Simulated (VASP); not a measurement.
# TiH (Fm-3m) in VASP: further runs, part 2 of 4

VASP 6.6.1.

**3. Single point, PBEsol**

This run uses another cell than the first one, of 7.37 Å³/atom.

Contents of INCAR:

```
PREC = Accurate
ENCUT = 500
EDIFF = 1E-6
ISMEAR = -1
SIGMA = 0.1
LREAL = False
LASPH = True
NELM = 120
ALGO = Normal
ISIF = 2
LWAVE = False
LCHARG = True
GGA = PS
LELF = True
LVHAR = True
NBANDS = 14
GGA_COMPAT = False
```

Contents of KPOINTS:

```
Automatic mesh
0
Gamma
  18 18 18
```

Contents of POSCAR:

```
TiH
1.0
    0.0000000000      1.9460505315      1.9460505315
    1.9460505315      0.0000000000      1.9460505315
    1.9460505315      1.9460505315      0.0000000000
Ti H
1 1
Direct
    0.0000000000      0.0000000000      0.0000000000
    0.5000000000      0.5000000000      0.5000000000
```

Potentials or basis: VASP PAW PBE potentials, release 64 (Ti_sv, H).

Run with:

```bash
$ cat potpaw_PBE.64/Ti_sv/POTCAR potpaw_PBE.64/H/POTCAR > POTCAR
$ mpirun -np 1 vasp_std > vasp.out
```

OUTCAR:

```text
PREC = Accurate
   ENCUT = 500
   EDIFF = 1E-6
   ISMEAR = -1
   LREAL = False
   LASPH = True
   NELM = 120
   ISIF = 2
   GGA = PS

 ion  position               nearest neighbor table
   1  0.000  0.000  0.000-
   2  0.500  0.500  0.500-

  LATTYP: Found a face centered cubic cell.
 ALAT       =     3.8921010630

  Lattice vectors:

 A1 = (   0.0000000000,   1.9460505315,   1.9460505315)
 A2 = (   1.9460505315,   0.0000000000,   1.9460505315)
 A3 = (   1.9460505315,   1.9460505315,   0.0000000000)

Analysis of symmetry for initial positions (statically):
=====================================================================
 Subroutine PRICEL returns:
 Original cell was already a primitive cell.

 Routine SETGRP: Setting up the symmetry group for a
 face centered cubic supercell.

 Subroutine GETGRP returns: Found 48 space group operations
 (whereof 48 operations were pure point group operations)
 out of a pool of 48 trial point group operations.

The static configuration has the point symmetry O_h .

Analysis of symmetry for dynamics (positions and initial velocities):
[... 164 lines left out ...]

 k-point     1 :       0.0000    0.0000    0.0000
  band No.  band energies     occupation
      1     -45.0098      2.00000
      2     -20.7306      2.00000
      3     -20.7306      2.00000
      4     -20.7306      2.00000
      5       0.7493      2.00000
      6      11.9089      0.00162
      7      11.9089      0.00162
      8      11.9089      0.00162
      9      13.8978      0.00000
     10      13.8978      0.00000
     11      24.0762      0.00000
     12      26.8611      0.00000
     13      29.3455      0.00000
     14      29.3455      0.00000
[... 377 lines left out ...]
      1     -44.8839      2.00000
      2     -21.3545      2.00000
      3     -20.8395      2.00000
      4     -20.7853      2.00000
      5       2.6553      2.00000
      6      10.4434      1.99894
      7      11.9527      0.00105
      8      12.1610      0.00013
      9      13.5762      0.00000
     10      14.2708      0.00000
     11      20.1583      0.00000
     12      27.1159      0.00000
     13      30.6059      0.00000
     14      32.2325      0.00000

 [... further k-points ...]
[... 5 lines left out ...]
  --------------------------------------------------------------------------------------
  -------------------------------------------------------------------------------------
  Total        3.6427322      3.6427322      3.6427322     -0.0000000      0.0000000      0.0000000
  in kB      395.9546908    395.9546908    395.9546908     -0.0000000      0.0000000      0.0000000
  external PRESSURE =     395.9546908 kB  Pullay stress =       0.0000000 kB

 VOLUME and BASIS-vectors are now :
 -----------------------------------------------------------------------------
  energy-cutoff  :      500.00
  volume of cell :       14.74
      direct lattice vectors                 reciprocal lattice vectors
     0.000000000  1.946050532  1.946050532    -0.256930636  0.256930636  0.256930636
     1.946050532  0.000000000  1.946050532     0.256930636 -0.256930636  0.256930636
     1.946050532  1.946050532  0.000000000     0.256930636  0.256930636 -0.256930636

 POSITION                                       TOTAL-FORCE (eV/Angst)
 -----------------------------------------------------------------------------------
      0.00000      0.00000      0.00000         0.000000      0.000000      0.000000
      1.94605      1.94605      1.94605        -0.000000     -0.000000     -0.000000
 -----------------------------------------------------------------------------------
    total drift:                                0.000000     -0.000000     -0.000000

  FREE ENERGIE OF THE ION-ELECTRON SYSTEM (eV)
  ---------------------------------------------------
  free  energy   TOTEN  =       -12.1255799115 eV

  energy  without entropy=      -12.0727953231  energy(sigma->0) =      -12.09918762
```

OSZICAR:

```text
N       E                     dE             d eps       ncg     rms          rms(c)
DAV:   1     0.900113212635E+02    0.90011E+02   -0.63011E+03  5498   0.108E+03
DAV:   2    -0.959247147512E+01   -0.99604E+02   -0.95586E+02  5802   0.290E+02
DAV:   3    -0.133654384659E+02   -0.37730E+01   -0.37344E+01  6506   0.587E+01
DAV:   4    -0.134467134493E+02   -0.81275E-01   -0.81143E-01  6356   0.774E+00
DAV:   5    -0.134484900880E+02   -0.17766E-02   -0.17764E-02  6232   0.102E+00    0.147E+01
DAV:   6    -0.121581729435E+02    0.12903E+01   -0.15081E+00  6206   0.220E+01    0.439E+00
DAV:   7    -0.121140006729E+02    0.44172E-01   -0.18002E-01  7376   0.465E+00    0.180E+00
DAV:   8    -0.121254727050E+02   -0.11472E-01   -0.56889E-02  5652   0.297E+00    0.367E-01
DAV:   9    -0.121255039380E+02   -0.31233E-04   -0.67403E-03  6576   0.964E-01    0.170E-01
DAV:  10    -0.121255843460E+02   -0.80408E-04   -0.29488E-04  5700   0.234E-01    0.814E-02
DAV:  11    -0.121255793069E+02    0.50391E-05   -0.91041E-05  5892   0.107E-01    0.169E-02
DAV:  12    -0.121255799115E+02   -0.60457E-06   -0.78574E-06  5904   0.275E-02
   1 F= -.12125580E+02 E0= -.12099188E+02  d E =-.527846E-01
```

stdout:

```text
POSCAR found type information on POSCAR TiH
 POSCAR found :  2 types and       2 ions
 scaLAPACK will be used
 -----------------------------------------------------------------------------
|                                                                             |
|                                                                             |
|     You enforced a specific xc type in the INCAR file but a different       |
|     I HOPE YOU KNOW WHAT YOU ARE DOING!                                     |
|                                                                             |
 -----------------------------------------------------------------------------

 LDA part: xc-table for (Slater+PW92), standard interpolation
 POSCAR, INCAR and KPOINTS ok, starting setup
 FFT: planning ... GRIDC
 FFT: planning ... GRID_SOFT
 FFT: planning ... GRID
 WAVECAR not read
 entering main loop
```

It took 20 s on 1 thread of Intel Xeon Platinum 8488C (Sapphire Rapids), shared host; peak memory 0.15 GiB.

Results:

```
Free energy            : -12.1256 eV
Pressure               : 39.6 GPa
Band gap on the k mesh : zero (an odd number of electrons rules out a gap without spin polarisation)
```

Levels at points of the mesh, in eV from the Fermi level:
```
           k point  band 4  band 5  band 6  band 7  band 8  band 9
(0.00, 0.00, 0.00)  -31.93  -10.45    0.71    0.71    0.71    2.70
(0.50, 0.00, 0.00)  -32.07   -5.14   -3.75    0.17    0.17    4.22
(0.50, 0.50, 0.00)  -32.34   -8.10   -2.59    2.58    4.12    4.70
```

Caveat: the cell stands under pressure; the PAW data sets were made with another functional, which shifts forces and pressure a little; an odd number of electrons without spin polarisation forces a metal; a magnetic or distorted state may lie lower.

**4. Single point, PBEsol**

This run uses another cell than the first one, of 7.98 Å³/atom.

Contents of INCAR:

```
ALGO = Normal ; EDIFF = 1E-6
ENCUT = 500 ; GGA = PS
GGA_COMPAT = False ; ISIF = 2
ISMEAR = -1 ; LASPH = True
LCHARG = True ; LELF = True
LREAL = False ; LVHAR = True
LWAVE = False ; NBANDS = 14
NELM = 120 ; PREC = Accurate
SIGMA = 0.1
```

Contents of KPOINTS:

```
k-points
0
Gamma
  18 18 18
```

Contents of POSCAR:

```
TiH
1.0
    0.0000000000      1.9983246848      1.9983246848
    1.9983246848      0.0000000000      1.9983246848
    1.9983246848      1.9983246848      0.0000000000
Ti H
1 1
Direct
    0.0000000000      0.0000000000      0.0000000000
    0.5000000000      0.5000000000      0.5000000000
```

Potentials or basis: VASP PAW PBE potentials, release 64 (Ti_sv, H).

Run with:

```bash
$ cat potpaw_PBE.64/Ti_sv/POTCAR potpaw_PBE.64/H/POTCAR > POTCAR
$ mpirun -np 1 vasp_std > vasp.out
```

OUTCAR:

```text
EDIFF = 1E-6
   ENCUT = 500
   GGA = PS
   ISIF = 2
   ISMEAR = -1
   LASPH = True
   LREAL = False
   NELM = 120
   PREC = Accurate

 ion  position               nearest neighbor table
   1  0.000  0.000  0.000-
   2  0.500  0.500  0.500-

  LATTYP: Found a face centered cubic cell.
 ALAT       =     3.9966493696

  Lattice vectors:

 A1 = (   0.0000000000,   1.9983246848,   1.9983246848)
 A2 = (   1.9983246848,   0.0000000000,   1.9983246848)
 A3 = (   1.9983246848,   1.9983246848,   0.0000000000)

Analysis of symmetry for initial positions (statically):
=====================================================================
 Subroutine PRICEL returns:
 Original cell was already a primitive cell.

 Routine SETGRP: Setting up the symmetry group for a
 face centered cubic supercell.

 Subroutine GETGRP returns: Found 48 space group operations
 (whereof 48 operations were pure point group operations)
 out of a pool of 48 trial point group operations.

The static configuration has the point symmetry O_h .

Analysis of symmetry for dynamics (positions and initial velocities):
=====================================================================
 Subroutine PRICEL returns:
 Original cell was already a primitive cell.

 Routine SETGRP: Setting up the symmetry group for a
 face centered cubic supercell.

 Subroutine GETGRP returns: Found 48 space group operations
 (whereof 48 operations were pure point group operations)
 out of a pool of 48 trial point group operations.

The dynamic configuration has the point symmetry O_h .

 Subroutine INISYM returns: Found 48 space group operations
 (whereof 48 operations are pure point group operations),
 and found     1 'primitive' translations

----------------------------------------------------------------------------------------

                                     Primitive cell

  volume of cell :      15.9598

  direct lattice vectors                    reciprocal lattice vectors
     0.000000000  1.998324685  1.998324685    -0.250209590  0.250209590  0.250209590
     1.998324685  0.000000000  1.998324685     0.250209590 -0.250209590  0.250209590
     1.998324685  1.998324685  0.000000000     0.250209590  0.250209590 -0.250209590

  length of vectors
     2.826057871  2.826057871  2.826057871     0.433375722  0.433375722  0.433375722

  position of ions in fractional coordinates (direct lattice)
     0.000000000  0.000000000  0.000000000
     0.500000000  0.500000000  0.500000000

  ion indices of the primitive-cell ions
   primitive index   ion index
                 1           1
                 2           2

----------------------------------------------------------------------------------------

 KPOINTS: k-points

Automatic generation of k-mesh.
 Grid dimensions read from file:
 generate k-points for:   18   18   18

 Generating k-lattice:

  Cartesian coordinates                     Fractional coordinates (reciprocal lattice)
    -0.013900533  0.013900533  0.013900533     0.055555556  0.000000000  0.000000000
     0.013900533 -0.013900533  0.013900533     0.000000000  0.055555556  0.000000000
     0.013900533  0.013900533 -0.013900533     0.000000000  0.000000000  0.055555556

  Length of vectors
     0.024076429  0.024076429  0.024076429

  Shift w.r.t. Gamma in fractional coordinates (k-lattice)
     0.000000000  0.000000000  0.000000000

 Subroutine IBZKPT returns following result:
 ===========================================

 Found    195 irreducible k-points:

 Following reciprocal coordinates:
            Coordinates               Weight
  0.000000  0.000000  0.000000      1.000000
  0.055556  0.000000  0.000000      8.000000
  0.111111  0.000000  0.000000      8.000000
  0.166667  0.000000  0.000000      8.000000
  0.222222  0.000000  0.000000      8.000000
  0.277778  0.000000  0.000000      8.000000
[... 16 lines left out ...]
 -0.277778  0.055556  0.000000     24.000000
 -0.222222  0.055556  0.000000     24.000000
 [... further k-points ...]
   k-points           NKPTS =    195   k-points in BZ     NKDIM =    195   number of bands    NBANDS=     14
   number of dos      NEDOS =    301   number of ions     NIONS =      2
   total plane-waves  NPLWV =  13824
   dimension x,y,z NGX =    24 NGY =   24 NGZ =   24
   dimension x,y,z NGXF=    48 NGYF=   48 NGZF=   48
   ions per type =               1   1
   NGX,Y,Z   is equivalent  to a cutoff of  14.12, 14.12, 14.12 a.u.
   NGXF,Y,Z  is equivalent  to a cutoff of  28.24, 28.24, 28.24 a.u.
 SYSTEM =  unknown system
   PREC   = accura    normal or accurate (medium, high low for compatibility)
   ISTART =      0    job   : 0-new  1-cont  2-samecut
   ICHARG =      2    charge: 1-file 2-atom 10-const
   ISPIN  =      1    spin polarized calculation?
   LNONCOLLINEAR =      F non collinear calculations
   LSORBIT =      F    spin-orbit coupling
   LASPH  =      T    aspherical Exc in radial PAW
   ENCUT  =  500.0 eV  36.75 Ry    6.06 a.u.   5.15  5.15  5.15*2*pi/ulx,y,z
   NELM   =    120;   NELMIN=  2; NELMDL= -5     # of ELM steps
   EDIFF  = 0.1E-05   stopping-criterion for ELM
   LREAL  =      F    real-space projection
   EDIFFG = 0.1E-04   stopping-criterion for IOM
   NSW    =      0    number of steps for IOM
   IBRION =     -1    ionic relax: 0-MD 1-quasi-New 2-CG
   NFREE  =      0    steps in history (QN), initial steepest desc. (CG)
   ISIF   =      2    stress and relaxation
   ISYM   =      2    0-nonsym 1-usesym 2-fastsym
   POTIM  = 0.5000    time-step for ionic-motion
   TEBEG  =    0.0;   TEEND  =   0.0 temperature during run
   PSTRESS=    0.0 pullay stress
   NELECT =      13.0000    total number of electrons
   NUPDOWN=      -1.0000    fix difference up-down
   EMIN   =  10.00;   EMAX   =-10.00  energy-range for DOS
   EFERMI =   0.00;   METHOD = LEGACY
   ISMEAR =    -1;   SIGMA  =   0.10  broadening in eV -4-tet -1-fermi 0-gaus
   EFERMI_NEDOS =   21; number of points for ismear=-14 and -15
   IALGO  =     38    algorithm
   IMIX   =      4    mixing-type and parameters
     AMIX     =   0.40;   BMIX     =  1.00
     AMIX_MAG =   1.60;   BMIX_MAG =  1.00
  volume/ion in A,a.u.               =       7.98        53.85
  Fermi-wavevector in a.u.,A,eV,Ry     =   1.528903  2.889207 31.804217  2.337544
  Thomas-Fermi vector in A             =   2.636598
   LORBIT       =      0    0 simple, 1 ext, 2 COOP (PROOUT), +10 PAW based schemes
   GGA     = PS    functional components
   LHFCALC =     F    Hartree Fock is set to
   AEXX    =    0.0000 exact exchange contribution
   IVDW    =     0    specifies the selected vdW correction
   LEPSILON=     F    determine dielectric tensor
   LRPA    =     F    only Hartree local field effects (RPA)
 non-spin polarized calculation
  energy-cutoff  :      500.00
  volume of cell :       15.96
 maximum number of plane-waves:       419
 NGX is ok and might be reduce to    24
   NGX = 11   NGY = 11   NGZ = 11

 number of electron      12.9999998 magnetization

 Free energy of the ion-electron system (eV)
  ---------------------------------------------------
  ext. energy  EPLUGINS =         0.00000000
  ---------------------------------------------------
  free energy    TOTEN  =       -12.34939263 eV

  energy without entropy =      -12.29422574  energy(sigma->0) =      -12.32180919

 E-fermi :  10.2112     XC(G=0): -12.7207

 val. band max:       10.2109387724   @ k =  -0.1111   0.1111   0.0000
 cond. band min:      10.2148503378   @ k =   0.3889   0.1667   0.0556
 fundamental gap:      0.0039115655
 Fermi energy:        10.2111854135

 k-point     1 :       0.0000    0.0000    0.0000
  band No.  band energies     occupation
      1     -46.0800      2.00000
      2     -21.9450      2.00000
      3     -21.9450      2.00000
      4     -21.9450      2.00000
      5       0.1057      2.00000
      6      10.9200      0.00167
      7      10.9200      0.00167
      8      10.9200      0.00167
      9      12.7059      0.00000
     10      12.7059      0.00000
     11      22.2263      0.00000
     12      25.4597      0.00000
     13      27.6285      0.00000
     14      27.6285      0.00000
[... 375 lines left out ...]
 k-point    24 :      -0.2222    0.0556    0.0000
  band No.  band energies     occupation
      1     -45.9878      2.00000
      2     -22.4270      2.00000
      3     -22.0307      2.00000
      4     -21.9887      2.00000
      5       1.8750      2.00000
      6       9.5615      1.99699
      7      10.9577      0.00115
      8      11.1515      0.00016
      9      12.4268      0.00000
     10      13.0453      0.00000
     11      18.5923      0.00000
     12      25.1922      0.00000
     13      28.5967      0.00000
     14      30.2091      0.00000

 [... further k-points ...]
[... 5 lines left out ...]
  --------------------------------------------------------------------------------------
  -------------------------------------------------------------------------------------
  Total        1.9576550      1.9576550      1.9576550     -0.0000000      0.0000000     -0.0000000
  in kB      196.5253514    196.5253514    196.5253514     -0.0000000      0.0000000     -0.0000000
  external PRESSURE =     196.5253514 kB  Pullay stress =       0.0000000 kB

 VOLUME and BASIS-vectors are now :
 -----------------------------------------------------------------------------
  energy-cutoff  :      500.00
  volume of cell :       15.96
      direct lattice vectors                 reciprocal lattice vectors
     0.000000000  1.998324685  1.998324685    -0.250209590  0.250209590  0.250209590
     1.998324685  0.000000000  1.998324685     0.250209590 -0.250209590  0.250209590
     1.998324685  1.998324685  0.000000000     0.250209590  0.250209590 -0.250209590

 POSITION                                       TOTAL-FORCE (eV/Angst)
 -----------------------------------------------------------------------------------
      0.00000      0.00000      0.00000        -0.000000     -0.000000     -0.000000
      1.99832      1.99832      1.99832         0.000000      0.000000      0.000000
 -----------------------------------------------------------------------------------
    total drift:                                0.000000     -0.000000     -0.000000

  FREE ENERGIE OF THE ION-ELECTRON SYSTEM (eV)
  ---------------------------------------------------
  free  energy   TOTEN  =       -12.3493926260 eV

  energy  without entropy=      -12.2942257442  energy(sigma->0) =      -12.32180919
```

stdout:

```text
POSCAR found type information on POSCAR TiH
 POSCAR found :  2 types and       2 ions
 scaLAPACK will be used
 -----------------------------------------------------------------------------
|                                                                             |
|                                                                             |
|     You enforced a specific xc type in the INCAR file but a different       |
|     I HOPE YOU KNOW WHAT YOU ARE DOING!                                     |
|                                                                             |
 -----------------------------------------------------------------------------

 LDA part: xc-table for (Slater+PW92), standard interpolation
 POSCAR, INCAR and KPOINTS ok, starting setup
 FFT: planning ... GRIDC
 FFT: planning ... GRID_SOFT
 FFT: planning ... GRID
 WAVECAR not read
 entering main loop
```

It took 20 s on 1 thread of Intel Xeon Platinum 8488C (Sapphire Rapids), shared host; peak memory 0.16 GiB.

Results:

```
Free energy            : -12.3494 eV
Pressure               : 19.7 GPa
Band gap on the k mesh : zero (an odd number of electrons rules out a gap without spin polarisation)
```

Caveat: the cell stands under pressure; the PAW data sets were made with another functional, which shifts forces and pressure a little; an odd number of electrons without spin polarisation forces a metal; a magnetic or distorted state may lie lower.

(Continued in part 3 of 4.)
